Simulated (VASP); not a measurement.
Here is a VASP 6.6.1 calculation.

File INCAR:

```
SYSTEM = Se
ALGO = Normal ; EDIFF = 1E-6
EDIFFG = -0.04 ; ENCUT = 600
GGA = PE ; IBRION = 2
ISIF = 3 ; ISMEAR = 0
LASPH = .True. ; LCHARG = .False.
LREAL = .False. ; LWAVE = .False.
NELM = 80 ; NSW = 90
PREC = Accurate ; SIGMA = 0.1
```

The input KPOINTS:

```
k-points
0
Gamma
  4 4 4
  0 0 0
```

POSCAR

```
Se
1.0
    4.8948808000      0.0000000000      0.0000000000
    0.0000000000      4.8948808000      0.0000000000
    0.0000000000      0.0000000000      4.8948808000
Se
4
Direct
    0.0000000000      0.5000000000      0.5000000000
    0.5000000000      0.0000000000      0.5000000000
    0.5000000000      0.5000000000      0.0000000000
    0.5000000000      0.5000000000      0.5000000000
```

Potentials or basis: VASP PAW PBE potentials, release 64 (Se).

Run with:

```sh
$ cat potpaw_PBE.64/Se/POTCAR > POTCAR
$ mpirun -np 1 vasp_std > vasp.out
```

(1) Predict the space group after relaxing (to 0.1 Å).

(2) Predict the relaxed volume.

(3) Predict the band gap on the k mesh.

Answers

(1) Pm-3m (No. 221).

(2) 34.53 Å³/atom.

(3) zero (bands 12 and 13 overlap by 0.46 eV).

Caveat: the volume moved by over 15 % at a fixed basis, so the end points are rough.
